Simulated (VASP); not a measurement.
# Cu in VASP: density of states with PBEsol

Aim: the density of states of Cu with PBEsol.

Program: VASP 6.6.1. These are calculated values, not measurements. Logs are shortened: lines on timing, memory, paths and dates and some standing lists are left out, and cuts for length are marked.

## (1) The cell of the first run

The cell holds a slab with vacuum, 1 atom: a = 2.520 Å, b = 3.564 Å, c = 16.000 Å, α = 90.00°, β = 90.00°, γ = 90.00°.

## (2) Density of states, PBEsol

POSCAR

```
Cu
1.0
    2.5198192003      0.0000000000      0.0000000000
    0.0000000000      3.5635624878      0.0000000000
    0.0000000000      0.0000000000     16.0000000000
Cu
1
Direct
    0.0000000000      0.0000000000      0.5000000000
```

INCAR.step1

```
PREC = Accurate
ENCUT = 520
EDIFF = 1E-6
ISMEAR = -1
SIGMA = 0.1
LREAL = F
LASPH = T
NELM = 60
ALGO = Normal
ISIF = 2
LWAVE = F
LCHARG = T
LMAXMIX = 4
LDIPOL = T
IDIPOL = 3
DIPOL = 0.5 0.5 0.500
GGA = PS
NBANDS = 12
```

KPOINTS.step1

```
Automatic mesh
0
Gamma
  14 10 1
```

INCAR.step2

```
PREC = Accurate
ENCUT = 520
EDIFF = 1E-6
ISMEAR = -5
SIGMA = 0.1
LREAL = F
LASPH = T
NELM = 60
ALGO = Normal
ISIF = 2
LWAVE = F
LCHARG = F
LMAXMIX = 4
LDIPOL = T
IDIPOL = 3
DIPOL = 0.5 0.5 0.500
GGA = PS
LORBIT = 10
NBANDS = 12
NEDOS = 1001
ICHARG = 11
```

KPOINTS.step2

```
Automatic mesh
0
Gamma
  21 15 1
```

Potentials or basis: VASP PAW PBE potentials, release 64 (Cu).

Launch:

```bash
$ cat potpaw_PBE.64/Cu/POTCAR > POTCAR
$ cp INCAR.step1 INCAR
$ cp KPOINTS.step1 KPOINTS
$ mpirun -np 1 vasp_std > vasp.out
$ cp INCAR.step2 INCAR
$ cp KPOINTS.step2 KPOINTS
$ mpirun -np 1 vasp_std > vasp.out
```

OUTCAR:

```text
PREC = Accurate
   ENCUT = 520
   EDIFF = 1E-6
   ISMEAR = -5
   LREAL = F
   LASPH = T
   NELM = 60
   ISIF = 2
   GGA = PS
   LORBIT = 10
   ICHARG = 11

 ion  position               nearest neighbor table
   1  0.000  0.000  0.500-

  LATTYP: Found a simple orthorhombic cell.
 ALAT       =     2.5198192003
 B/A-ratio  =     1.4142135624
 C/A-ratio  =     6.3496619115

  Lattice vectors:

 A1 = (   2.5198192003,   0.0000000000,   0.0000000000)
 A2 = (   0.0000000000,   3.5635624878,   0.0000000000)
 A3 = (   0.0000000000,   0.0000000000,  16.0000000000)

Analysis of symmetry for initial positions (statically):
=====================================================================
 Subroutine PRICEL returns:
 Original cell was already a primitive cell.

 Routine SETGRP: Setting up the symmetry group for a
 simple orthorhombic supercell.

 Subroutine GETGRP returns: Found  8 space group operations
 (whereof  8 operations were pure point group operations)
 out of a pool of  8 trial point group operations.

The static configuration has the point symmetry D_2h.

Analysis of symmetry for dynamics (positions and initial velocities):
=====================================================================
 Subroutine PRICEL returns:
 Original cell was already a primitive cell.

 Routine SETGRP: Setting up the symmetry group for a
 simple orthorhombic supercell.

 Subroutine GETGRP returns: Found  8 space group operations
 (whereof  8 operations were pure point group operations)
 out of a pool of  8 trial point group operations.

The dynamic configuration has the point symmetry D_2h.

 Subroutine INISYM returns: Found  8 space group operations
 (whereof  8 operations are pure point group operations),
 and found     1 'primitive' translations

----------------------------------------------------------------------------------------

                                     Primitive cell

  volume of cell :     143.6725

  direct lattice vectors                    reciprocal lattice vectors
     2.519819200  0.000000000  0.000000000     0.396853869  0.000000000  0.000000000
     0.000000000  3.563562488  0.000000000     0.000000000  0.280618062  0.000000000
     0.000000000  0.000000000 16.000000000     0.000000000  0.000000000  0.062500000

  length of vectors
     2.519819200  3.563562488 16.000000000     0.396853869  0.280618062  0.062500000

  position of ions in fractional coordinates (direct lattice)
     0.000000000  0.000000000  0.500000000

  ion indices of the primitive-cell ions
   primitive index   ion index
                 1           1

----------------------------------------------------------------------------------------

 KPOINTS: Automatic mesh

Automatic generation of k-mesh.
 Grid dimensions read from file:
 generate k-points for:   21   15    1

 Generating k-lattice:

  Cartesian coordinates                     Fractional coordinates (reciprocal lattice)
     0.018897803  0.000000000  0.000000000     0.047619048  0.000000000  0.000000000
     0.000000000  0.018707871  0.000000000     0.000000000  0.066666667  0.000000000
     0.000000000  0.000000000  0.062500000     0.000000000  0.000000000  1.000000000

  Length of vectors
     0.018897803  0.018707871  0.062500000

  Shift w.r.t. Gamma in fractional coordinates (k-lattice)
     0.000000000  0.000000000  0.000000000

 TETIRR: Found    892 inequivalent tetrahedra from     1890

 Subroutine IBZKPT returns following result:
 ===========================================

 Found     88 irreducible k-points:

 Following reciprocal coordinates:
            Coordinates               Weight
  0.000000  0.000000  0.000000      1.000000
  0.047619  0.000000  0.000000      2.000000
  0.095238  0.000000  0.000000      2.000000
  0.142857  0.000000  0.000000      2.000000
  0.190476  0.000000  0.000000      2.000000
  0.238095  0.000000  0.000000      2.000000
[... 16 lines left out ...]
  0.000000  0.133333  0.000000      2.000000
  0.047619  0.133333  0.000000      4.000000
 [... further k-points ...]
   k-points           NKPTS =     88   k-points in BZ     NKDIM =     88   number of bands    NBANDS=     12
   number of dos      NEDOS =   1001   number of ions     NIONS =      1
   total plane-waves  NPLWV =  67200
   dimension x,y,z NGX =    20 NGY =   28 NGZ =  120
   dimension x,y,z NGXF=    40 NGYF=   56 NGZF=  240
   ions per type =               1
   NGX,Y,Z   is equivalent  to a cutoff of  13.20, 13.06, 12.47 a.u.
   NGXF,Y,Z  is equivalent  to a cutoff of  26.39, 26.12, 24.94 a.u.
 SYSTEM =  unknown system
   PREC   = accura    normal or accurate (medium, high low for compatibility)
   ISTART =      0    job   : 0-new  1-cont  2-samecut
   ICHARG =     11    charge: 1-file 2-atom 10-const
   ISPIN  =      1    spin polarized calculation?
   LNONCOLLINEAR =      F non collinear calculations
   LSORBIT =      F    spin-orbit coupling
   LASPH  =      T    aspherical Exc in radial PAW
   ENCUT  =  520.0 eV  38.22 Ry    6.18 a.u.   4.69  6.63 29.75*2*pi/ulx,y,z
   NELM   =     60;   NELMIN=  2; NELMDL=  0     # of ELM steps
   EDIFF  = 0.1E-05   stopping-criterion for ELM
   LREAL  =      F    real-space projection
   EDIFFG = 0.1E-04   stopping-criterion for IOM
   NSW    =      0    number of steps for IOM
   IBRION =     -1    ionic relax: 0-MD 1-quasi-New 2-CG
   NFREE  =      0    steps in history (QN), initial steepest desc. (CG)
   ISIF   =      2    stress and relaxation
   ISYM   =      2    0-nonsym 1-usesym 2-fastsym
   POTIM  = 0.5000    time-step for ionic-motion
   TEBEG  =    0.0;   TEEND  =   0.0 temperature during run
   PSTRESS=    0.0 pullay stress
   NELECT =      11.0000    total number of electrons
   NUPDOWN=      -1.0000    fix difference up-down
   EMIN   =  10.00;   EMAX   =-10.00  energy-range for DOS
   EFERMI =   0.00;   METHOD = LEGACY
   ISMEAR =    -5;   SIGMA  =   0.10  broadening in eV -4-tet -1-fermi 0-gaus
   EFERMI_NEDOS =   21; number of points for ismear=-14 and -15
   IALGO  =     38    algorithm
   IMIX   =      4    mixing-type and parameters
     AMIX     =   0.40;   BMIX     =  1.00
     AMIX_MAG =   1.60;   BMIX_MAG =  1.00
  volume/ion in A,a.u.               =     143.67       969.55
  Fermi-wavevector in a.u.,A,eV,Ry     =   0.695154  1.313651  6.574870  0.483239
  Thomas-Fermi vector in A             =   1.777847
   LORBIT       =     10    0 simple, 1 ext, 2 COOP (PROOUT), +10 PAW based schemes
   GGA     = PS    functional components
   LHFCALC =     F    Hartree Fock is set to
   AEXX    =    0.0000 exact exchange contribution
   IVDW    =     0    specifies the selected vdW correction
   LEPSILON=     F    determine dielectric tensor
   LRPA    =     F    only Hartree local field effects (RPA)
 non-spin polarized calculation
 Fermi weights with tetrahedron method with Bloechl corrections
  energy-cutoff  :      520.00
  volume of cell :      143.67
 maximum number of plane-waves:      3900
 NGX is ok and might be reduce to    20

 number of electron      11.0000002 magnetization

 dipolmoment           0.000000      0.000000     -0.000000 electrons x Angstroem

 Free energy of the ion-electron system (eV)
  ---------------------------------------------------
  ext. energy  EPLUGINS =         0.00000000
  ---------------------------------------------------
  free energy    TOTEN  =        -2.04377449 eV

  energy without entropy =       -2.04377449  energy(sigma->0) =       -2.04377449

 E-fermi :  -4.1050     XC(G=0):  -2.2547

 val. band max:       -4.1268601756   @ k =   0.2857   0.2667   0.0000
 cond. band min:      -4.0853168859   @ k =   0.0000   0.4667   0.0000
 fundamental gap:      0.0415432897
 Fermi energy:        -4.1049529197

 k-point     1 :       0.0000    0.0000    0.0000
  band No.  band energies     occupation
      1      -7.4092      2.00000
      2      -5.7115      2.00000
      3      -5.0553      2.00000
      4      -4.9296      2.00000
      5      -4.5501      2.00000
      6      -4.5109      2.00000
      7      -1.8589      0.00000
      8       0.7765      0.00000
      9       1.6298      0.00000
     10       1.8962      0.00000
     11       4.1956      0.00000
     12       4.2938      0.00000

 k-point     2 :       0.0476    0.0000    0.0000
  band No.  band energies     occupation
      1      -7.3456      2.00000
      2      -5.6941      2.00000
      3      -5.0477      2.00000
      4      -4.9258      2.00000
      5      -4.5750      2.00000
      6      -4.5474      2.00000
      7      -1.7847      0.00000
      8       0.8292      0.00000
      9       1.6855      0.00000
     10       1.9486      0.00000
     11       4.2516      0.00000
     12       4.3682      0.00000

 k-point     3 :       0.0952    0.0000    0.0000
  band No.  band energies     occupation
      1      -7.1554      2.00000
      2      -5.6434      2.00000
      3      -5.0253      2.00000
      4      -4.9145      2.00000
      5      -4.6469      2.00000
      6      -4.6462      2.00000
      7      -1.5705      0.00000
      8       0.9874      0.00000
      9       1.8520      0.00000
     10       2.1057      0.00000
     11       4.4194      0.00000
     12       4.5882      0.00000
[... 286 lines left out ...]
 k-point    23 :       0.0000    0.1333    0.0000
  band No.  band energies     occupation
      1      -7.2764      2.00000
      2      -5.6236      2.00000
      3      -5.0431      2.00000
      4      -4.9698      2.00000
      5      -4.5561      2.00000
      6      -4.5103      2.00000
      7      -1.6349      0.00000
      8       0.9821      0.00000
      9       1.8367      0.00000
     10       2.0948      0.00000
     11       2.5656      0.00000
     12       4.3885      0.00000

 k-point    24 :       0.0476    0.1333    0.0000
  band No.  band energies     occupation
      1      -7.2130      2.00000
      2      -5.6069      2.00000
      3      -5.0357      2.00000
      4      -4.9656      2.00000
      5      -4.5807      2.00000
      6      -4.5453      2.00000
      7      -1.5623      0.00000
      8       1.0348      0.00000
      9       1.8924      0.00000
     10       2.1472      0.00000
     11       2.6318      0.00000
     12       4.4447      0.00000

 [... further k-points ...]

------------------------ aborting loop because EDIFF is reached ----------------------------------------

 vacuum level on the upper side and lower side of the slab       (xc-potential included)        -0.050        -0.050

  FORCE on cell =-STRESS in cart. coord.  units (eV):
  Direction    XX          YY          ZZ          XY          YZ          ZX
  --------------------------------------------------------------------------------------
  -------------------------------------------------------------------------------------
  Total       -1.5720997     -1.0787022      0.5536273      0.0000000      0.0000000      0.0000000
  in kB      -17.5314135    -12.0292456      6.1738258      0.0000000      0.0000000      0.0000000
  external PRESSURE =      -7.7956111 kB  Pullay stress =       0.0000000 kB

 VOLUME and BASIS-vectors are now :
 -----------------------------------------------------------------------------
  energy-cutoff  :      520.00
  volume of cell :      143.67
      direct lattice vectors                 reciprocal lattice vectors
     2.519819200  0.000000000  0.000000000     0.396853869  0.000000000  0.000000000
     0.000000000  3.563562488  0.000000000     0.000000000  0.280618062  0.000000000
     0.000000000  0.000000000 16.000000000     0.000000000  0.000000000  0.062500000

 POSITION                                       TOTAL-FORCE (eV/Angst)
 -----------------------------------------------------------------------------------
      0.00000      0.00000      8.00000         0.000000      0.000000      0.000000
 -----------------------------------------------------------------------------------
    total drift:                                0.000000      0.000000      0.000000

  FREE ENERGIE OF THE ION-ELECTRON SYSTEM (eV)
  ---------------------------------------------------
  free  energy   TOTEN  =        -2.0437744933 eV

  energy  without entropy=       -2.0437744933  energy(sigma->0) =       -2.04377449

 vacuum level on the upper side and lower side of the slab         1.001         1.001

 total charge

# of ion       s       p       d       tot
------------------------------------------
    1        0.403   0.068   9.304   9.776
```

Wall time 68 s (1 thread of Intel Xeon 6975P-C (Granite Rapids), shared host); peak memory 0.31 GiB.

What came out:

| Property | Result |
| --- | --- |
| Valence electrons inside the program's atomic spheres | Cu 9.78 |

Levels at points of the mesh, in eV from the Fermi level:
```csv
k point,band 4,band 5,band 6,band 7,band 8,band 9
"(0.00, 0.00, 0.00)",-0.82,-0.45,-0.41,2.25,4.88,5.73
```

Caveat: the PAW data sets were made with another functional, which shifts forces and pressure a little; tetrahedron occupations give inexact forces and stress in metals.
